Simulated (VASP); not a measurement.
# Ba (P6_3/mmc) in VASP: relaxation of cell and atoms with LDA

Aim: the relaxation of cell and atoms of Ba with LDA.

Program: VASP 6.6.1. These are calculated values, not measurements. Logs are shortened: lines on timing, memory, paths and dates and some standing lists are left out, and cuts for length are marked.

## 1. The cell of the first run

The structure is hexagonal, space group P6_3/mmc (No. 194). The conventional cell has a = 4.430 Å, b = 4.430 Å, c = 6.290 Å, α = 90.00°, β = 90.00°, γ = 120.00°. Ba (site symmetry -3m) has 8 Ba at 3.00 to 3.14 Å within 4.0 Å. Within 4.1 Å of Ba (site symmetry -6m2) lie 12 Ba at 3.00 to 4.05 Å.

This isn't the form of Ba at room conditions, which is bcc.

## 2. Relaxation of cell and atoms, LDA, target pressure 15 GPa, at which the enthalpy is minimised

Input file INCAR:

```
SYSTEM = Ba
PREC = Accurate ; ENCUT = 600
EDIFF = 1E-7 ; ISMEAR = -1
SIGMA = 0.05 ; LREAL = .FALSE.
LASPH = .TRUE. ; NELM = 100
ALGO = Normal ; ISIF = 3
LWAVE = .FALSE. ; LCHARG = .FALSE.
IBRION = 2 ; NSW = 60
EDIFFG = -0.005 ; PSTRESS = 150.0
```

Input file KPOINTS:

```
regular mesh
0
G
  8 8 5
  0 0 0
```

Input file POSCAR:

```
Ba
1.0
    4.4295574067      0.0000000000      0.0000000000
   -2.2147787034      3.8361092417      0.0000000000
    0.0000000000      0.0000000000      6.2899715176
Ba
4
Direct
    0.0000000000      0.0000000000      0.0000000000
    0.0000000000      0.0000000000      0.5000000000
    0.3333333333      0.6666666667      0.2500000000
    0.6666666667      0.3333333333      0.7500000000
```

Potentials or basis: VASP PAW LDA potentials, release 64 (Ba_sv).

Command:

```bash
$ cat potpaw_LDA.64/Ba_sv/POTCAR > POTCAR
$ mpirun -np 1 vasp_std > vasp.out
```

OUTCAR:

```text
SYSTEM = Ba
   PREC = Accurate
   ENCUT = 600
   EDIFF = 1E-7
   ISMEAR = -1
   LREAL = .FALSE.
   LASPH = .TRUE.
   NELM = 100
   ISIF = 3
   IBRION = 2
   NSW = 60
   EDIFFG = -0.005
   PSTRESS = 150.0

 ion  position               nearest neighbor table
   1  0.000  0.000  0.000-   3 3.00   4 3.00   4 3.00   3 3.00   4 3.00   3 3.00   2 3.14   2 3.14

   2  0.000  0.000  0.500-   3 3.00   4 3.00   4 3.00   3 3.00   4 3.00   3 3.00   1 3.14   1 3.14

   3  0.333  0.667  0.250-   1 3.00   2 3.00   1 3.00   2 3.00   1 3.00   2 3.00   4 4.05   4 4.05
                             4 4.05   4 4.05   4 4.05   4 4.05
   4  0.667  0.333  0.750-   1 3.00   2 3.00   1 3.00   2 3.00   1 3.00   2 3.00   3 4.05   3 4.05
                             3 4.05   3 4.05   3 4.05   3 4.05

  LATTYP: Found a hexagonal cell.
 ALAT       =     4.4295574067
 C/A-ratio  =     1.4200000000

  Lattice vectors:

 A1 = (   4.4295574067,   0.0000000000,   0.0000000000)
 A2 = (  -2.2147787034,   3.8361092417,   0.0000000000)
 A3 = (   0.0000000000,   0.0000000000,   6.2899715176)

Analysis of symmetry for initial positions (statically):
=====================================================================
 Subroutine PRICEL returns:
 Original cell was already a primitive cell.

 Routine SETGRP: Setting up the symmetry group for a
 hexagonal supercell.

 Subroutine GETGRP returns: Found 24 space group operations
 (whereof 12 operations were pure point group operations)
 out of a pool of 24 trial point group operations.

The static configuration has the point symmetry D_3d.
 The point group associated with its full space group is D_6h.

Analysis of symmetry for dynamics (positions and initial velocities):
=====================================================================
 Subroutine PRICEL returns:
 Original cell was already a primitive cell.

 Routine SETGRP: Setting up the symmetry group for a
 hexagonal supercell.

 Subroutine GETGRP returns: Found 24 space group operations
 (whereof 12 operations were pure point group operations)
 out of a pool of 24 trial point group operations.

The dynamic configuration has the point symmetry D_3d.
 The point group associated with its full space group is D_6h.

 Subroutine INISYM returns: Found 24 space group operations
 (whereof 12 operations are pure point group operations),
 and found     1 'primitive' translations

----------------------------------------------------------------------------------------

                                     Primitive cell

  volume of cell :     106.8809

  direct lattice vectors                    reciprocal lattice vectors
     4.429557407  0.000000000  0.000000000     0.225756189  0.130340397  0.000000000
[... 107 lines left out ...]
   IALGO  =     38    algorithm
   IMIX   =      4    mixing-type and parameters
     AMIX     =   0.40;   BMIX     =  1.00
     AMIX_MAG =   1.60;   BMIX_MAG =  1.00
  volume/ion in A,a.u.               =      26.72       180.32
  Fermi-wavevector in a.u.,A,eV,Ry     =   1.179763  2.229429 18.937148  1.391841
  Thomas-Fermi vector in A             =   2.316068
   LORBIT       =      0    0 simple, 1 ext, 2 COOP (PROOUT), +10 PAW based schemes
   GGA     = CA    functional components
   LHFCALC =     F    Hartree Fock is set to
   AEXX    =    0.0000 exact exchange contribution
   IVDW    =     0    specifies the selected vdW correction
   LEPSILON=     F    determine dielectric tensor
   LRPA    =     F    only Hartree local field effects (RPA)
 conjugate gradient relaxation of ions
 non-spin polarized calculation
  energy-cutoff  :      600.00
  volume of cell :      106.88
 maximum number of plane-waves:      3631
 NGX is ok and might be reduce to    36
   NGX = 17   NGY = 17   NGZ = 25

--------------------------------------- Ionic step        1  -------------------------------------------

 number of electron      40.0000000 magnetization

 Free energy of the ion-electron system (eV)
  ---------------------------------------------------
  ext. energy  EPLUGINS =         0.00000000
  ---------------------------------------------------
  free energy    TOTEN  =        -2.95624893 eV

  energy without entropy =       -2.91823835  energy(sigma->0) =       -2.93724364

------------------------ aborting loop because EDIFF is reached ----------------------------------------

  FORCE on cell =-STRESS in cart. coord.  units (eV):
  Direction    XX          YY          ZZ          XY          YZ          ZX
  --------------------------------------------------------------------------------------
  -------------------------------------------------------------------------------------
  Total       15.7968312     15.7968312     23.2770646     -0.0000000      0.0000000      0.0000000
  in kB      236.7993910    236.7993910    348.9304045     -0.0000000      0.0000000      0.0000000
  external PRESSURE =     124.1763955 kB  Pullay stress =     150.0000000 kB
[... 27 lines left out ...]
--------------------------------------- Ionic step        2  -------------------------------------------

 number of electron      40.0000000 magnetization

 E-fermi :   3.8479     XC(G=0):  -9.6591

 val. band max:        3.8463185942   @ k =   0.0000   0.0000   0.2000
 cond. band min:       3.8499190109   @ k =   0.3750   0.1250   0.2000
 fundamental gap:      0.0036004168
 Fermi energy:         3.8478592015

 k-point     1 :       0.0000    0.0000    0.0000
  band No.  band energies     occupation
      1     -25.1546      2.00000
      2     -24.5273      2.00000
      3     -24.4696      2.00000
      4     -23.9587      2.00000
      5     -10.8662      2.00000
      6     -10.8662      2.00000
[... 714 lines left out ...]
  energy  without entropy=       -5.0913403313  energy(sigma->0) =       -5.11189515

  enthalpy is  TOTEN    =         6.4125899530 eV   P V=       11.5450399244

[... ionic steps 4 to 9 ...]

--------------------------------------- Ionic step       10  -------------------------------------------

 number of electron      40.0000003 magnetization

------------------------ aborting loop because EDIFF is reached ----------------------------------------
[... 75 lines left out ...]
--------------------------------------- Ionic step       12  -------------------------------------------

 number of electron      40.0000001 magnetization

 Free energy of the ion-electron system (eV)
  ---------------------------------------------------
  ext. energy  EPLUGINS =         0.00000000
  ---------------------------------------------------
  free energy    TOTEN  =        -5.14666856 eV

  energy without entropy =       -5.10782105  energy(sigma->0) =       -5.12724481

 E-fermi :   5.0297     XC(G=0): -10.3966

 val. band max:        5.0090668135   @ k =   0.1250   0.1250   0.2000
 cond. band min:       5.0431065518   @ k =   0.2500   0.2500   0.0000
 fundamental gap:      0.0340397383
 Fermi energy:         5.0296693634

 k-point     1 :       0.0000    0.0000    0.0000
  band No.  band energies     occupation
      1     -24.4315      2.00000
      2     -23.5409      2.00000
      3     -23.4160      2.00000
      4     -22.4578      2.00000
      5     -10.1582      2.00000
      6      -9.8167      2.00000
[... 674 lines left out ...]
  energy  without entropy=       -5.1078210540  energy(sigma->0) =       -5.12724481

  enthalpy is  TOTEN    =         6.0282042480 eV   P V=       11.1748728083

 reached required accuracy - stopping structural energy minimisation
```

CONTCAR:

```text
Ba
   1.00000000000000
     4.2582873495838900   -0.0000000000532564    0.0000000000000000
    -2.1291436748861337    3.6877850213136267   -0.0000000000000000
     0.0000000000000000   -0.0000000000000000    7.6008358195314125
  Ba
     4
Direct
     0.0000000000000000    1.0000000000000000    0.0000000000000000
     0.0000000000000000    1.0000000000000000    0.5000000000000000
     0.3333333332999970    0.6666666667000030    0.2500000000000000
     0.6666666667000030    0.3333333332999970    0.7500000000000000

  0.00000000E+00  0.00000000E+00  0.00000000E+00
  0.00000000E+00  0.00000000E+00  0.00000000E+00
  0.00000000E+00  0.00000000E+00  0.00000000E+00
  0.00000000E+00  0.00000000E+00  0.00000000E+00
```

It took 12 min on 1 thread of AMD EPYC 7R13 (Zen 3), shared host; peak memory 0.22 GiB.

What came out:

```yaml
Free_energy: -5.1467 eV
Relaxed_volume: 29.84 Å³/atom
Relaxed_cell: a = 4.258 Å, b = 4.258 Å, c = 7.601 Å, α = 90.00°, β = 90.00°, γ = 120.00°
Space_group_after_relaxing_to_0.1_Å: P6_3/mmc (No. 194)
Energy_change_on_relaxing_the_run_minimises_the_enthalpy: -547.6 meV/atom
Ionic_steps: 12
Pressure_after_relaxing: 15.0 GPa
```

The path:
```
step  energy change (eV)  largest force (eV/Å)  pressure (GPa)  volume (Å³)
   1              0.0000                0.0000           27.42       106.88
   2             -3.3980                0.0000            6.49       141.91
   3             -2.1762                0.0000           13.44       123.31
   4             -2.2734                0.0000           13.80       121.98
   5             -1.8163                0.0000           17.41       115.94
   6             -2.0213                0.0000           16.14       117.67
   7             -2.1648                0.0000           15.14       119.10
   8             -2.1259                0.0000           15.41       118.68
   9             -2.1372                0.0000           15.33       118.80
  10             -2.2526                0.0000           14.59       120.03
  11             -2.1910                0.0000           14.98       119.37
  12             -2.1904                0.0000           14.99       119.36
```

Final structure:
```cif
data_structure
_symmetry_space_group_name_H-M 'P 1'
_symmetry_Int_Tables_number 1
_cell_length_a 4.2583
_cell_length_b 4.2583
_cell_length_c 7.6008
_cell_angle_alpha 90.000
_cell_angle_beta 90.000
_cell_angle_gamma 120.000
_cell_volume 119.36
loop_
_atom_site_label
_atom_site_type_symbol
_atom_site_fract_x
_atom_site_fract_y
_atom_site_fract_z
_atom_site_occupancy
Ba1 Ba 0.00000 0.00000 0.00000 1
Ba2 Ba 0.00000 0.00000 0.50000 1
Ba3 Ba 0.33333 0.66667 0.25000 1
Ba4 Ba 0.66667 0.33333 0.75000 1
```

Caveat: the cell is relaxed towards a set pressure, so the run minimises the enthalpy, not the energy; the highest band is partly filled, so the run has too few bands; a cell axis changed by over 15 % at a fixed basis, so the end point is rough; spin-orbit coupling is left out, which moves the levels of the heavy elements.
